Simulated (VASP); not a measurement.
# Zr3N4 (I-43d) in VASP: relaxation of the atoms with PBE

Aim: the relaxation of the atoms of Zr3N4 with PBE.

All numbers are computed with VASP 6.6.1; they aren't measurements. Logs are shortened: lines on timing, memory, paths and dates and some standing lists are left out, and cuts for length are marked.

## 1. The cell of the first run

Symmetry: I-43d, No. 220, cubic system. The conventional cell has a = 6.740 Å, b = 6.740 Å, c = 6.740 Å, α = 90.00°, β = 90.00°, γ = 90.00°. Within 2.9 Å of Zr (site symmetry -4) lie 8 N at 2.19 to 2.49 Å. Within 3.0 Å of N (site symmetry 3) lie 6 Zr at 2.19 to 2.49 Å and 5 N at 2.66 to 2.92 Å.

## 2. Relaxation of the atoms, PBE

INCAR reads:

```
SYSTEM = Zr3N4
PREC = Accurate ; ENCUT = 520
EDIFF = 1E-7 ; ISMEAR = -1
SIGMA = 0.02 ; LREAL = .FALSE.
LASPH = .TRUE. ; NELM = 120
ALGO = Normal ; ISIF = 2
LWAVE = .FALSE. ; LCHARG = .FALSE.
GGA = PE ; IBRION = 2
NSW = 80 ; EDIFFG = -0.02
GGA_COMPAT = .FALSE. ; NELMIN = 4
KPAR = 4
```

KPOINTS reads:

```
regular mesh
0
G
  6 6 6
  0 0 0
```

POSCAR reads:

```
Zr3N4
1.0
   -3.3700000000      3.3700000000      3.3700000000
    3.3700000000     -3.3700000000      3.3700000000
    3.3700000000      3.3700000000     -3.3700000000
Zr N
6 8
Direct
    0.2500000000      0.6250000000      0.3750000000
    0.3750000000      0.2500000000      0.6250000000
    0.7500000000      0.8750000000      0.1250000000
    0.1250000000      0.7500000000      0.8750000000
    0.6250000000      0.3750000000      0.2500000000
    0.8750000000      0.1250000000      0.7500000000
    0.1260000000      0.1260000000      0.1260000000
    0.8740000000      0.5000000000      0.0000000000
    0.5000000000      0.0000000000      0.3740000000
    0.0000000000      0.8740000000      0.5000000000
    0.3740000000      0.5000000000      0.0000000000
    0.6260000000      0.6260000000      0.6260000000
    0.0000000000      0.3740000000      0.5000000000
    0.5000000000      0.0000000000      0.8740000000
```

Potentials or basis: VASP PAW PBE potentials, release 64 (Zr_sv, N).

On the command line:

```sh
> cat potpaw_PBE.64/Zr_sv/POTCAR potpaw_PBE.64/N/POTCAR > POTCAR
> mpirun -np 4 vasp_std > vasp.out
```

OUTCAR:

```text
SYSTEM = Zr3N4
   PREC = Accurate
   ENCUT = 520
   EDIFF = 1E-7
   ISMEAR = -1
   LREAL = .FALSE.
   LASPH = .TRUE.
   NELM = 120
   ISIF = 2
   GGA = PE
   IBRION = 2
   NSW = 80
   EDIFFG = -0.02
   NELMIN = 4

 ion  position               nearest neighbor table
   1  0.250  0.625  0.375-   8 2.19  13 2.19  12 2.19   9 2.19  11 2.49   7 2.49  10 2.49  14 2.49
                             4 3.15   2 3.15   2 3.15   4 3.15   5 3.15   6 3.15   6 3.15   5 3.15
   2  0.375  0.250  0.625-   9 2.19  10 2.19  11 2.19  12 2.19   7 2.49   8 2.49  13 2.49  14 2.49
                             1 3.15   5 3.15   1 3.15   3 3.15   5 3.15   6 3.15   6 3.15   3 3.15
   3  0.750  0.875  0.125-   7 2.19  10 2.19  11 2.19  14 2.19   9 2.49  12 2.49  13 2.49   8 2.49
                             4 3.15   6 3.15   4 3.15   2 3.15   5 3.15   5 3.15   2 3.15   6 3.15
   4  0.125  0.750  0.875-   8 2.19  13 2.19   7 2.19  14 2.19  11 2.49  12 2.49   9 2.49  10 2.49
                             3 3.15   3 3.15   1 3.15   1 3.15   6 3.15   5 3.15   6 3.15   5 3.15
   5  0.625  0.375  0.250-  13 2.19  14 2.19  11 2.19  12 2.19   9 2.49  10 2.49   8 2.49   7 2.49
                             2 3.15   4 3.15   1 3.15   1 3.15   3 3.15   2 3.15   3 3.15   4 3.15
   6  0.875  0.125  0.750-   8 2.19   9 2.19   7 2.19  10 2.19  11 2.49  13 2.49  14 2.49  12 2.49
                             3 3.15   1 3.15   2 3.15   4 3.15   4 3.15   3 3.15   2 3.15   1 3.15
   7  0.126  0.126  0.126-   3 2.19   4 2.19   6 2.19   2 2.49   1 2.49   5 2.49
   8  0.874  0.500  0.000-   1 2.19   4 2.19   6 2.19   2 2.49   5 2.49   3 2.49
   9  0.500  0.000  0.374-   2 2.19   6 2.19   1 2.19   4 2.49   5 2.49   3 2.49
  10  0.000  0.874  0.500-   2 2.19   3 2.19   6 2.19   4 2.49   5 2.49   1 2.49
  11  0.374  0.500  0.000-   2 2.19   3 2.19   5 2.19   4 2.49   1 2.49   6 2.49
  12  0.626  0.626  0.626-   2 2.19   1 2.19   5 2.19   4 2.49   3 2.49   6 2.49
  13  0.000  0.374  0.500-   1 2.19   4 2.19   5 2.19   2 2.49   3 2.49   6 2.49
  14  0.500  0.000  0.874-   3 2.19   5 2.19   4 2.19   2 2.49   1 2.49   6 2.49

  LATTYP: Found a body centered cubic cell.
 ALAT       =     6.7400000000

  Lattice vectors:

 A1 = (  -3.3700000000,   3.3700000000,   3.3700000000)
 A2 = (   3.3700000000,  -3.3700000000,   3.3700000000)
 A3 = (   3.3700000000,   3.3700000000,  -3.3700000000)

Analysis of symmetry for initial positions (statically):
=====================================================================
 Subroutine PRICEL returns:
 Original cell was already a primitive cell.

 Routine SETGRP: Setting up the symmetry group for a
 body centered cubic supercell.

 Subroutine GETGRP returns: Found 24 space group operations
 (whereof  3 operations were pure point group operations)
 out of a pool of 48 trial point group operations.

The static configuration has the point symmetry C_3 .
 The point group associated with its full space group is T_d .

Analysis of symmetry for dynamics (positions and initial velocities):
=====================================================================
 Subroutine PRICEL returns:
 Original cell was already a primitive cell.

 Routine SETGRP: Setting up the symmetry group for a
 body centered cubic supercell.

 Subroutine GETGRP returns: Found 24 space group operations
 (whereof  3 operations were pure point group operations)
 out of a pool of 48 trial point group operations.

The dynamic configuration has the point symmetry C_3 .
 The point group associated with its full space group is T_d .

 Subroutine INISYM returns: Found 24 space group operations
 (whereof  3 operations are pure point group operations),
 and found     1 'primitive' translations

----------------------------------------------------------------------------------------

                                     Primitive cell

  volume of cell :     153.0910

  direct lattice vectors                    reciprocal lattice vectors
    -3.370000000  3.370000000  3.370000000     0.000000000  0.148367953  0.148367953
     3.370000000 -3.370000000  3.370000000     0.148367953  0.000000000  0.148367953
     3.370000000  3.370000000 -3.370000000     0.148367953  0.148367953  0.000000000

  length of vectors
     5.837011222  5.837011222  5.837011222     0.209823971  0.209823971  0.209823971

  position of ions in fractional coordinates (direct lattice)
     0.250000000  0.625000000  0.375000000
     0.375000000  0.250000000  0.625000000
     0.750000000  0.875000000  0.125000000
     0.125000000  0.750000000  0.875000000
     0.625000000  0.375000000  0.250000000
     0.875000000  0.125000000  0.750000000
     0.126000000  0.126000000  0.126000000
     0.874000000  0.500000000  0.000000000
     0.500000000  0.000000000  0.374000000
     0.000000000  0.874000000  0.500000000
     0.374000000  0.500000000  0.000000000
     0.626000000  0.626000000  0.626000000
     0.000000000  0.374000000  0.500000000
     0.500000000  0.000000000  0.874000000

  ion indices of the primitive-cell ions
   primitive index   ion index
                 1           1
                 2           2
                 3           3
                 4           4
                 5           5
                 6           6
                 7           7
                 8           8
                 9           9
                10          10
                11          11
                12          12
                13          13
                14          14

----------------------------------------------------------------------------------------

 KPOINTS: regular mesh

Automatic generation of k-mesh.
 Grid dimensions read from file:
 generate k-points for:    6    6    6

 Generating k-lattice:

  Cartesian coordinates                     Fractional coordinates (reciprocal lattice)
     0.000000000  0.024727992  0.024727992     0.166666667  0.000000000  0.000000000
     0.024727992  0.000000000  0.024727992     0.000000000  0.166666667  0.000000000
     0.024727992  0.024727992  0.000000000     0.000000000  0.000000000  0.166666667

  Length of vectors
     0.034970662  0.034970662  0.034970662

  Shift w.r.t. Gamma in fractional coordinates (k-lattice)
     0.000000000  0.000000000  0.000000000

 Subroutine IBZKPT returns following result:
 ===========================================

 Found     16 irreducible k-points:

 Following reciprocal coordinates:
            Coordinates               Weight
  0.000000  0.000000  0.000000      1.000000
  0.166667  0.000000  0.000000     12.000000
  0.333333  0.000000  0.000000     12.000000
  0.500000  0.000000  0.000000      6.000000
  0.166667  0.166667  0.000000     24.000000
  0.333333  0.166667  0.000000     48.000000
[... 8 lines left out ...]
  0.500000  0.500000  0.333333     12.000000
  0.500000  0.500000  0.500000      1.000000
   k-points           NKPTS =     16   k-points in BZ     NKDIM =     16   number of bands    NBANDS=     67
   number of dos      NEDOS =    301   number of ions     NIONS =     14
   total plane-waves  NPLWV = 110592
   dimension x,y,z NGX =    48 NGY =   48 NGZ =   48
   dimension x,y,z NGXF=    96 NGYF=   96 NGZF=   96
   ions per type =               6   8
   NGX,Y,Z   is equivalent  to a cutoff of  13.67, 13.67, 13.67 a.u.
   NGXF,Y,Z  is equivalent  to a cutoff of  27.34, 27.34, 27.34 a.u.
 SYSTEM =  Zr3N4
   PREC   = accura    normal or accurate (medium, high low for compatibility)
   ISTART =      0    job   : 0-new  1-cont  2-samecut
   ICHARG =      2    charge: 1-file 2-atom 10-const
   ISPIN  =      1    spin polarized calculation?
   LNONCOLLINEAR =      F non collinear calculations
   LSORBIT =      F    spin-orbit coupling
   LASPH  =      T    aspherical Exc in radial PAW
   ENCUT  =  520.0 eV  38.22 Ry    6.18 a.u.  10.85 10.85 10.85*2*pi/ulx,y,z
   NELM   =    120;   NELMIN=  4; NELMDL= -5     # of ELM steps
   EDIFF  = 0.1E-06   stopping-criterion for ELM
   LREAL  =      F    real-space projection
   EDIFFG = -.2E-01   stopping-criterion for IOM
   NSW    =     80    number of steps for IOM
   IBRION =      2    ionic relax: 0-MD 1-quasi-New 2-CG
   NFREE  =      1    steps in history (QN), initial steepest desc. (CG)
   ISIF   =      2    stress and relaxation
   ISYM   =      2    0-nonsym 1-usesym 2-fastsym
   POTIM  = 0.5000    time-step for ionic-motion
   TEBEG  =    0.0;   TEEND  =   0.0 temperature during run
   PSTRESS=    0.0 pullay stress
   NELECT =     112.0000    total number of electrons
   NUPDOWN=      -1.0000    fix difference up-down
   EMIN   =  10.00;   EMAX   =-10.00  energy-range for DOS
   EFERMI =   0.00;   METHOD = LEGACY
   ISMEAR =    -1;   SIGMA  =   0.02  broadening in eV -4-tet -1-fermi 0-gaus
   EFERMI_NEDOS =   21; number of points for ismear=-14 and -15
   IALGO  =     38    algorithm
   IMIX   =      4    mixing-type and parameters
     AMIX     =   0.40;   BMIX     =  1.00
     AMIX_MAG =   1.60;   BMIX_MAG =  1.00
  volume/ion in A,a.u.               =      10.94        73.79
  Fermi-wavevector in a.u.,A,eV,Ry     =   1.475132  2.787596 29.606481  2.176015
  Thomas-Fermi vector in A             =   2.589819
   LORBIT       =      0    0 simple, 1 ext, 2 COOP (PROOUT), +10 PAW based schemes
   GGA     = PE    functional components
   LHFCALC =     F    Hartree Fock is set to
   AEXX    =    0.0000 exact exchange contribution
   IVDW    =     0    specifies the selected vdW correction
   LEPSILON=     F    determine dielectric tensor
   LRPA    =     F    only Hartree local field effects (RPA)
 conjugate gradient relaxation of ions
 non-spin polarized calculation
  energy-cutoff  :      520.00
  volume of cell :      153.09
 maximum number of plane-waves:      4196
 NGX is ok and might be reduce to    48
   NGX = 21   NGY = 21   NGZ = 21

--------------------------------------- Ionic step        1  -------------------------------------------

 number of electron     112.0000012 magnetization

 Free energy of the ion-electron system (eV)
  ---------------------------------------------------
  ext. energy  EPLUGINS =         0.00000000
  ---------------------------------------------------
  free energy    TOTEN  =      -138.87256172 eV

  energy without entropy =     -138.87256172  energy(sigma->0) =     -138.87256172

------------------------ aborting loop because EDIFF is reached ----------------------------------------

  FORCE on cell =-STRESS in cart. coord.  units (eV):
  Direction    XX          YY          ZZ          XY          YZ          ZX
  --------------------------------------------------------------------------------------
  -------------------------------------------------------------------------------------
  Total        7.5264069      7.5264069      7.5264069      0.0000000      0.0000000      0.0000000
  in kB       78.7677761     78.7677761     78.7677761      0.0000000      0.0000000      0.0000000
  external PRESSURE =      78.7677761 kB  Pullay stress =       0.0000000 kB
[... 129 lines left out ...]
  energy  without entropy=     -138.9687658174  energy(sigma->0) =     -138.96876582

--------------------------------------- Ionic step        4  -------------------------------------------

 number of electron     112.0000005 magnetization

 Free energy of the ion-electron system (eV)
  ---------------------------------------------------
  ext. energy  EPLUGINS =         0.00000000
  ---------------------------------------------------
  free energy    TOTEN  =      -138.97024791 eV

  energy without entropy =     -138.97024791  energy(sigma->0) =     -138.97024791

 E-fermi :  10.9371     XC(G=0): -12.6955

 val. band max:       10.5620851371   @ k =   0.0000   0.0000   0.0000
 cond. band min:      11.3127968619   @ k =   0.0000   0.0000   0.0000
 fundamental gap:      0.7507117248
 Fermi energy:        10.9370553862

 k-point     1 :       0.0000    0.0000    0.0000
  band No.  band energies     occupation
      1     -38.0706      2.00000
      2     -37.9282      2.00000
      3     -37.9282      2.00000
      4     -37.9282      2.00000
      5     -37.8808      2.00000
      6     -37.8808      2.00000
[... 1150 lines left out ...]
  FREE ENERGIE OF THE ION-ELECTRON SYSTEM (eV)
  ---------------------------------------------------
  free  energy   TOTEN  =      -138.9702479140 eV

  energy  without entropy=     -138.9702479138  energy(sigma->0) =     -138.97024791

 reached required accuracy - stopping structural energy minimisation
```

It took 6.3 min on 4 MPI ranks of AMD EPYC 7R13 (Zen 3), shared host; peak memory 0.38 GiB.

What came out:

```
Free energy               : -138.9702 eV
Energy gained by relaxing : 7.0 meV/atom
Ionic steps               : 4
Pressure after relaxing   : 4.1 GPa
Band gap on the k mesh    : 0.75 eV
```

Step by step:
```tsv
step	energy change (eV)	largest force (eV/Å)	pressure (GPa)
1	0.0000	0.3356	7.88
2	-0.0384	0.2582	6.94
3	-0.0962	0.0408	4.49
4	-0.0977	0.0002	4.10
```

Final structure:
```
CELL_PARAMETERS angstrom
-3.37000 3.37000 3.37000
3.37000 -3.37000 3.37000
3.37000 3.37000 -3.37000
ATOMIC_POSITIONS crystal
Zr 0.25000 0.62500 0.37500
Zr 0.37500 0.25000 0.62500
Zr 0.75000 0.87500 0.12500
Zr 0.12500 0.75000 0.87500
Zr 0.62500 0.37500 0.25000
Zr 0.87500 0.12500 0.75000
N 0.13866 0.13866 0.13866
N 0.86134 0.50000 0.00000
N 0.50000 0.00000 0.36134
N 0.00000 0.86134 0.50000
N 0.36134 0.50000 0.00000
N 0.63866 0.63866 0.63866
N 0.00000 0.36134 0.50000
N 0.50000 0.00000 0.86134
```

Levels at points of the mesh, in eV from the valence-band top:
```csv
k point,band 54,band 55,band 56,band 57,band 58,band 59
"(0.00, 0.00, 0.00)",0.00,0.00,0.00,0.75,0.75,1.34
"(0.50, 0.00, 0.00)",-1.64,-0.79,-0.79,2.11,2.11,2.31
"(0.50, 0.50, 0.50)",-0.46,-0.46,-0.46,3.23,3.23,3.23
```

Caveat: semilocal functionals underestimate gaps, and a narrow one can read as zero.
